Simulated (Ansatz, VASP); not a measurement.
# One calculation of Na, two programs

File INCAR:

```
ALGO = Fast ; EDIFF = 1E-6
ENCUT = 520 ; GGA = PS
ISIF = 2 ; ISMEAR = 0
LASPH = T ; LCHARG = F
LREAL = F ; LWAVE = F
NBANDS = 18 ; NELM = 100
PREC = Accurate ; SIGMA = 0.15
```

Contents of KPOINTS:

```
k-points
0
Gamma
  17 17 6
```

POSCAR

```
Na
1.0
    0.0000000000     -3.3879506904      0.0000000000
    0.0000000000      0.0000000000     -3.3879506904
   10.0138520711      0.0000000000      0.0000000000
Na
3
Direct
    0.0000000000      0.0000000000      0.8458329585
    0.0000000000      0.0000000000      0.1691801248
    0.0000000000      0.0000000000      0.5075065416
```

Input for Ansatz:

```yaml
crystal:
  lattice:
    - [0.0, -3.3879506904, 0.0]
    - [0.0, 0.0, -3.3879506904]
    - [10.0138520711, 0.0, 0.0]
  atoms:
    - { symbol: Na, position: [0.0, 0.0, 0.8458329585] }
    - { symbol: Na, position: [0.0, 0.0, 0.1691801248] }
    - { symbol: Na, position: [0.0, 0.0, 0.5075065416] }
basis:
  ecutwfc: 420
kpoints:
  mp_grid: { grid: [17, 17, 6] }
hamiltonian:
  xc: pbesol
scf:
  occupations: { method: gaussian, width: 0.15 }
output:
  forces: true
  stress: true
  eigenvalues: true
```

Alike in both runs: task single point; functional PBEsol; k mesh 17 × 17 × 6; occupations gaussian, width 0.15 eV; no spin polarisation.

|  | VASP | Ansatz |
| --- | --- | --- |
| version | VASP 6.6.1 | Ansatz 0.2.0 |
| potentials or method | VASP PAW PBE potentials, release 64 (Na_pv), cutoff 520 eV | scalar-relativistic, plane waves, PAW |
| valence electrons in the cell | 21 | 27 |

```csv
,VASP,Ansatz,Ansatz less VASP
gap on the k mesh at the Fermi level (eV),none,none,-
pressure (GPa),0.1,0.1,-0.02
"traceless stress, the component that is largest in VASP (GPa)",0.24,0.24,+0.001
rms of the force components (eV/Å),0.034,0.034,+0.0002
```

VASP's potentials were made for PBE, not for PBEsol. Atom by atom the forces differ by 0.000 eV/Å (rms over components). A gap of «none» marks a metal or a gap that the smearing closes. VASP's potentials hold 21 valence electrons a cell and Ansatz's 27, so a difference there can come from the potentials and not from the codes.
